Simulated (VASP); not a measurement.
# GeSb4Te4 (P-3m1) in VASP: single point with PBE

Aim: the single point of GeSb4Te4 with PBE.

Program: VASP 6.6.1. These are calculated values, not measurements. Logs are shortened: lines on timing, memory, paths and dates and some standing lists are left out, and cuts for length are marked.

### Step 1. The cell of the first run

The structure is trigonal, space group P-3m1 (No. 164). Conventional cell: a = 4.334 Å, b = 4.334 Å, c = 17.367 Å, α = 90.00°, β = 90.00°, γ = 120.00°. Ge (site symmetry -3m) has 6 Te at 3.03 Å within 4.0 Å. Sb (site symmetry 3m) has 3 Sb at 2.94 Å and 3 Te at 3.52 Å within 3.9 Å. Within 4.0 Å of Sb (site symmetry 3m) lie 6 Te at 3.03 to 3.21 Å. Te (site symmetry 3m) has 3 Ge at 3.03 Å and 3 Sb at 3.21 Å within 4.0 Å. Te (site symmetry 3m) has 6 Sb at 3.03 to 3.52 Å within 4.0 Å.

### Step 2. Single point, PBE

The input, INCAR:

```
  ALGO = Normal
  EDIFF = 1E-6
  ENCUT = 520
  GGA = PE
  ISIF = 2
  ISMEAR = 0
  LASPH = True
  LCHARG = False
  LREAL = Auto
  LWAVE = False
  NBANDS = 140
  NELM = 80
  PREC = Accurate
  SIGMA = 0.05
```

The input, KPOINTS:

```
k-points
0
Gamma
  3 3 1
```

The input, POSCAR:

```
GeSb4Te4
1.0
    8.6684990000      0.0000000000      0.0000000000
   -4.3342490000      7.5071400000      0.0000000000
    0.0000000000      0.0000000000     17.3673160000
Ge Sb Te
4 16 16
Direct
    0.0000000000      0.0000000000      0.0000000000
    0.0000000000      0.5000000000      0.0000000000
    0.5000000000      0.0000000000      0.0000000000
    0.5000000000      0.5000000000      0.0000000000
    0.1666670000      0.3333330000      0.5445200000
    0.1666670000      0.8333330000      0.5445200000
    0.6666670000      0.3333330000      0.5445200000
    0.6666670000      0.8333330000      0.5445200000
    0.3333330000      0.1666670000      0.4554800000
    0.3333330000      0.6666670000      0.4554800000
    0.8333330000      0.1666670000      0.4554800000
    0.8333330000      0.6666670000      0.4554800000
    0.3333330000      0.1666670000      0.7857900000
    0.3333330000      0.6666670000      0.7857900000
    0.8333330000      0.1666670000      0.7857900000
    0.8333330000      0.6666670000      0.7857900000
    0.1666670000      0.3333330000      0.2142100000
    0.1666670000      0.8333330000      0.2142100000
    0.6666670000      0.3333330000      0.2142100000
    0.6666670000      0.8333330000      0.2142100000
    0.1666670000      0.3333330000      0.9018000000
    0.1666670000      0.8333330000      0.9018000000
    0.6666670000      0.3333330000      0.9018000000
    0.6666670000      0.8333330000      0.9018000000
    0.3333330000      0.1666670000      0.0982000000
    0.3333330000      0.6666670000      0.0982000000
    0.8333330000      0.1666670000      0.0982000000
    0.8333330000      0.6666670000      0.0982000000
    0.0000000000      0.0000000000      0.6872210000
    0.0000000000      0.5000000000      0.6872210000
    0.5000000000      0.0000000000      0.6872210000
    0.5000000000      0.5000000000      0.6872210000
    0.0000000000      0.0000000000      0.3127790000
    0.0000000000      0.5000000000      0.3127790000
    0.5000000000      0.0000000000      0.3127790000
    0.5000000000      0.5000000000      0.3127790000
```

Potentials or basis: VASP PAW PBE potentials, release 64 (Ge_d, Sb, Te).

Launch:

```sh
$ cat potpaw_PBE.64/Ge_d/POTCAR potpaw_PBE.64/Sb/POTCAR potpaw_PBE.64/Te/POTCAR > POTCAR
$ mpirun -np 1 vasp_std > vasp.out
```

OUTCAR:

```text
EDIFF = 1E-6
   ENCUT = 520
   GGA = PE
   ISIF = 2
   ISMEAR = 0
   LASPH = True
   LREAL = Auto
   NELM = 80
   PREC = Accurate

 ion  position               nearest neighbor table
   1  0.000  0.000  0.000-  21 3.03  28 3.03  25 3.03  24 3.03  27 3.03  22 3.03
   2  0.000  0.500  0.000-  22 3.03  27 3.03  26 3.03  23 3.03  21 3.03  28 3.03
   3  0.500  0.000  0.000-  23 3.03  26 3.03  22 3.03  27 3.03  24 3.03  25 3.03
   4  0.500  0.500  0.000-  24 3.03  25 3.03  21 3.03  28 3.03  26 3.03  23 3.03
   5  0.167  0.333  0.545-   9 2.94  10 2.94  11 2.94  29 3.52  32 3.52  30 3.52
   6  0.167  0.833  0.545-  10 2.94   9 2.94  12 2.94  30 3.52  31 3.52  29 3.52
[... 28 lines left out ...]
  35  0.500  0.000  0.313-  19 3.03  18 3.03  20 3.03  10 3.52  11 3.52   9 3.52
  36  0.500  0.500  0.313-  20 3.03  17 3.03  19 3.03   9 3.52  12 3.52  10 3.52

  LATTYP: Found a hexagonal cell.
 ALAT       =     8.6684990000
 C/A-ratio  =     2.0034974913

  Lattice vectors:

 A1 = (   8.6684990000,   0.0000000000,   0.0000000000)
 A2 = (  -4.3342490000,   7.5071400000,   0.0000000000)
 A3 = (   0.0000000000,   0.0000000000,  17.3673160000)

Analysis of symmetry for initial positions (statically):
=====================================================================
 Subroutine PRICEL returns following result:

  LATTYP: Found a hexagonal cell.
 ALAT       =     4.3342495000
 C/A-ratio  =     4.0069949826

  Lattice vectors:

 A1 = (   4.3342495000,   0.0000000000,   0.0000000000)
 A2 = (  -2.1671245000,   3.7535700000,   0.0000000000)
 A3 = (   0.0000000000,   0.0000000000,  17.3673160000)

   4 primitive cells build up your supercell.

 Routine SETGRP: Setting up the symmetry group for a
 hexagonal supercell.

 Subroutine GETGRP returns: Found 12 space group operations
 (whereof 12 operations were pure point group operations)
 out of a pool of 24 trial point group operations.

The static configuration has the point symmetry D_3d.

Analysis of symmetry for dynamics (positions and initial velocities):
=====================================================================
 Subroutine PRICEL returns following result:

  LATTYP: Found a hexagonal cell.
 ALAT       =     4.3342495000
 C/A-ratio  =     4.0069949826

  Lattice vectors:

 A1 = (   4.3342495000,   0.0000000000,   0.0000000000)
 A2 = (  -2.1671245000,   3.7535700000,   0.0000000000)
 A3 = (   0.0000000000,   0.0000000000,  17.3673160000)

   4 primitive cells build up your supercell.

 Routine SETGRP: Setting up the symmetry group for a
 hexagonal supercell.

 Subroutine GETGRP returns: Found 12 space group operations
 (whereof 12 operations were pure point group operations)
 out of a pool of 24 trial point group operations.

The dynamic configuration has the point symmetry D_3d.

 Subroutine INISYM returns: Found 12 space group operations
 (whereof 12 operations are pure point group operations),
 and found     4 'primitive' translations

----------------------------------------------------------------------------------------

                                     Primitive cell

  volume of cell :     282.5473

  direct lattice vectors                    reciprocal lattice vectors
     4.334249500  0.000000000  0.000000000     0.230720451  0.133206505  0.000000000
    -2.167124500  3.753570000  0.000000000     0.000000000  0.266413041  0.000000000
     0.000000000  0.000000000 17.367316000     0.000000000  0.000000000  0.057579421

  length of vectors
     4.334249500  4.334249225 17.367316000     0.266413025  0.266413041  0.057579421

  position of ions in fractional coordinates (direct lattice)
     0.000000000  0.000000000  0.000000000
     0.333334000  0.666666000  0.544520000
     0.666666000  0.333334000  0.455480000
     0.666666000  0.333334000  0.785790000
     0.333334000  0.666666000  0.214210000
     0.333334000  0.666666000  0.901800000
     0.666666000  0.333334000  0.098200000
     0.000000000  0.000000000  0.687221000
     0.000000000  0.000000000  0.312779000

  ion indices of the primitive-cell ions
   primitive index   ion index
                 1           1
                 2           6
                 3          11
                 4          15
                 5          18
                 6          22
                 7          27
                 8          29
                 9          33

----------------------------------------------------------------------------------------

 KPOINTS: k-points

Automatic generation of k-mesh.
 Grid dimensions read from file:
 generate k-points for:    3    3    1

 Generating k-lattice:

  Cartesian coordinates                     Fractional coordinates (reciprocal lattice)
     0.038453409  0.022201084  0.000000000     0.333333333  0.000000000  0.000000000
     0.000000000  0.044402174  0.000000000     0.000000000  0.333333333  0.000000000
     0.000000000  0.000000000  0.057579421     0.000000000  0.000000000  1.000000000

  Length of vectors
     0.044402171  0.044402174  0.057579421

  Shift w.r.t. Gamma in fractional coordinates (k-lattice)
     0.000000000  0.000000000  0.000000000

 Subroutine IBZKPT returns following result:
 ===========================================

 Found      3 irreducible k-points:

 Following reciprocal coordinates:
            Coordinates               Weight
  0.000000  0.000000  0.000000      1.000000
  0.333333  0.000000  0.000000      6.000000
  0.333333  0.333333  0.000000      2.000000
   k-points           NKPTS =      3   k-points in BZ     NKDIM =      3   number of bands    NBANDS=    140
   number of dos      NEDOS =    301   number of ions     NIONS =     36
   total plane-waves  NPLWV = 573440
   dimension x,y,z NGX =    64 NGY =   64 NGZ =  140
   dimension x,y,z NGXF=   128 NGYF=  128 NGZF=  280
   ions per type =               4  16  16
   NGX,Y,Z   is equivalent  to a cutoff of  12.27, 12.27, 13.40 a.u.
   NGXF,Y,Z  is equivalent  to a cutoff of  24.55, 24.55, 26.80 a.u.
 SYSTEM =  unknown system
   PREC   = accura    normal or accurate (medium, high low for compatibility)
   ISTART =      0    job   : 0-new  1-cont  2-samecut
   ICHARG =      2    charge: 1-file 2-atom 10-const
   ISPIN  =      1    spin polarized calculation?
   LNONCOLLINEAR =      F non collinear calculations
   LSORBIT =      F    spin-orbit coupling
   LASPH  =      T    aspherical Exc in radial PAW
   ENCUT  =  520.0 eV  38.22 Ry    6.18 a.u.  16.12 16.12 32.29*2*pi/ulx,y,z
   NELM   =     80;   NELMIN=  2; NELMDL= -5     # of ELM steps
   EDIFF  = 0.1E-05   stopping-criterion for ELM
   LREAL  =      T    real-space projection
   EDIFFG = 0.1E-04   stopping-criterion for IOM
   NSW    =      0    number of steps for IOM
   IBRION =     -1    ionic relax: 0-MD 1-quasi-New 2-CG
   NFREE  =      0    steps in history (QN), initial steepest desc. (CG)
   ISIF   =      2    stress and relaxation
   ISYM   =      2    0-nonsym 1-usesym 2-fastsym
   POTIM  = 0.5000    time-step for ionic-motion
   TEBEG  =    0.0;   TEEND  =   0.0 temperature during run
   PSTRESS=    0.0 pullay stress
   NELECT =     232.0000    total number of electrons
   NUPDOWN=      -1.0000    fix difference up-down
   EMIN   =  10.00;   EMAX   =-10.00  energy-range for DOS
   EFERMI =   0.00;   METHOD = LEGACY
   ISMEAR =     0;   SIGMA  =   0.05  broadening in eV -4-tet -1-fermi 0-gaus
   EFERMI_NEDOS =   21; number of points for ismear=-14 and -15
   IALGO  =     38    algorithm
   IMIX   =      4    mixing-type and parameters
     AMIX     =   0.40;   BMIX     =  1.00
     AMIX_MAG =   1.60;   BMIX_MAG =  1.00
  volume/ion in A,a.u.               =      31.39       211.86
  Fermi-wavevector in a.u.,A,eV,Ry     =   0.965726  1.824957 12.689149  0.932626
  Thomas-Fermi vector in A             =   2.095467
   LORBIT       =      0    0 simple, 1 ext, 2 COOP (PROOUT), +10 PAW based schemes
   GGA     = PE    functional components
   LHFCALC =     F    Hartree Fock is set to
   AEXX    =    0.0000 exact exchange contribution
   IVDW    =     0    specifies the selected vdW correction
   LEPSILON=     F    determine dielectric tensor
   LRPA    =     F    only Hartree local field effects (RPA)
 non-spin polarized calculation
 Gauss-broadening in eV      SIGMA  =   0.05
  energy-cutoff  :      520.00
  volume of cell :     1130.19
 maximum number of plane-waves:     30443
   NGX = 33   NGY = 33   NGZ = 65

 number of electron     231.9999993 magnetization

 Free energy of the ion-electron system (eV)
  ---------------------------------------------------
  ext. energy  EPLUGINS =         0.00000000
  ---------------------------------------------------
  free energy    TOTEN  =      -137.63172378 eV

  energy without entropy =     -137.62628004  energy(sigma->0) =     -137.62900191

 E-fermi :   6.4847     XC(G=0):  -9.3367

 val. band max:        6.4347749563   @ k =   0.0000   0.0000   0.0000
 cond. band min:       6.5330055739   @ k =   0.0000   0.0000   0.0000
 fundamental gap:      0.0982306176
 Fermi energy:         6.4846582232

 k-point     1 :       0.0000    0.0000    0.0000
  band No.  band energies     occupation
      1     -18.6760      2.00000
      2     -18.6760      2.00000
      3     -18.6759      2.00000
      4     -18.6746      2.00000
      5     -18.6746      2.00000
      6     -18.6729      2.00000
[... 120 lines left out ...]
    127       7.2513      0.00000
    128       7.3616      0.00000

 k-point     2 :       0.3333    0.0000    0.0000
  band No.  band energies     occupation
      1     -18.6756      2.00000
      2     -18.6754      2.00000
      3     -18.6754      2.00000
      4     -18.6749      2.00000
      5     -18.6742      2.00000
      6     -18.6734      2.00000
[... 120 lines left out ...]
    127       7.5465      0.00000
    128       7.5465      0.00000

 k-point     3 :       0.3333    0.3333    0.0000
  band No.  band energies     occupation
      1     -18.6752      2.00000
      2     -18.6752      2.00000
      3     -18.6752      2.00000
      4     -18.6744      2.00000
      5     -18.6744      2.00000
      6     -18.6737      2.00000
[... 120 lines left out ...]
    127       7.1963      0.00000
    128       7.1963      0.00000
 [bands above 128 left out]

------------------------ aborting loop because EDIFF is reached ----------------------------------------

  FORCE on cell =-STRESS in cart. coord.  units (eV):
  Direction    XX          YY          ZZ          XY          YZ          ZX
  --------------------------------------------------------------------------------------
  -------------------------------------------------------------------------------------
  Total        0.7603725      0.7603724      0.6212171      0.0000001      0.0000000      0.0000000
  in kB        1.0779183      1.0779182      0.8806491      0.0000001      0.0000000      0.0000000
  external PRESSURE =       1.0121619 kB  Pullay stress =       0.0000000 kB

 VOLUME and BASIS-vectors are now :
 -----------------------------------------------------------------------------
  energy-cutoff  :      520.00
  volume of cell :     1130.19
      direct lattice vectors                 reciprocal lattice vectors
     8.668499000  0.000000000  0.000000000     0.115360226  0.066603253  0.000000000
    -4.334249000  7.507140000  0.000000000     0.000000000  0.133206521  0.000000000
     0.000000000  0.000000000 17.367316000     0.000000000  0.000000000  0.057579421

 POSITION                                       TOTAL-FORCE (eV/Angst)
 -----------------------------------------------------------------------------------
      0.00000      0.00000      0.00000         0.000000     -0.000000      0.000000
     -2.16712      3.75357      0.00000         0.000000     -0.000000      0.000000
      4.33425      0.00000      0.00000         0.000000     -0.000000      0.000000
      2.16713      3.75357      0.00000         0.000000     -0.000000      0.000000
      0.00000      2.50238      9.45685         0.000000     -0.000000      0.038077
     -2.16712      6.25595      9.45685         0.000000     -0.000000      0.038077
[... 28 lines left out ...]
      4.33425      0.00000      5.43213         0.000000     -0.000000     -0.065796
      2.16713      3.75357      5.43213        -0.000000     -0.000000     -0.065796
 -----------------------------------------------------------------------------------
    total drift:                               -0.000000      0.000000      0.000000

  FREE ENERGIE OF THE ION-ELECTRON SYSTEM (eV)
  ---------------------------------------------------
  free  energy   TOTEN  =      -137.6317237848 eV

  energy  without entropy=     -137.6262800436  energy(sigma->0) =     -137.62900191
```

Wall time 31 min (1 thread of Intel Xeon 8259CL, shared host); peak memory 1.2 GiB.

What came out:

```
Free energy            : -137.6317 eV
Pressure               : 0.1 GPa
Largest force          : 0.066 eV/Å
Band gap on the k mesh : 0.10 eV
```

Forces in eV/Å, atoms in the order of the input:
```
Ge   0.000  0.000  0.000
Ge   0.000  0.000  0.000
Ge   0.000  0.000  0.000
Ge   0.000  0.000  0.000
Sb   0.000  0.000  0.038
Sb   0.000  0.000  0.038
Sb   0.000  0.000  0.038
Sb   0.000  0.000  0.038
Sb   0.000  0.000 -0.038
Sb   0.000  0.000 -0.038
Sb   0.000  0.000 -0.038
Sb   0.000  0.000 -0.038
Sb   0.000  0.000  0.034
Sb   0.000  0.000  0.034
Sb   0.000  0.000  0.034
Sb   0.000  0.000  0.034
Sb   0.000  0.000 -0.034
Sb   0.000  0.000 -0.034
Sb   0.000  0.000 -0.034
Sb   0.000  0.000 -0.034
Te   0.000  0.000  0.023
Te   0.000  0.000  0.023
Te   0.000  0.000  0.023
Te   0.000  0.000  0.023
Te   0.000  0.000 -0.023
Te   0.000  0.000 -0.023
Te   0.000  0.000 -0.023
Te   0.000  0.000 -0.023
Te   0.000  0.000  0.066
Te   0.000  0.000  0.066
Te   0.000  0.000  0.066
Te   0.000  0.000  0.066
Te   0.000  0.000 -0.066
Te   0.000  0.000 -0.066
Te   0.000  0.000 -0.066
Te   0.000  0.000 -0.066
```

Caveat: semilocal functionals underestimate gaps, and a narrow one can read as zero; spin-orbit coupling is left out, which moves the levels of the heavy elements. A k mesh can miss the band edges.
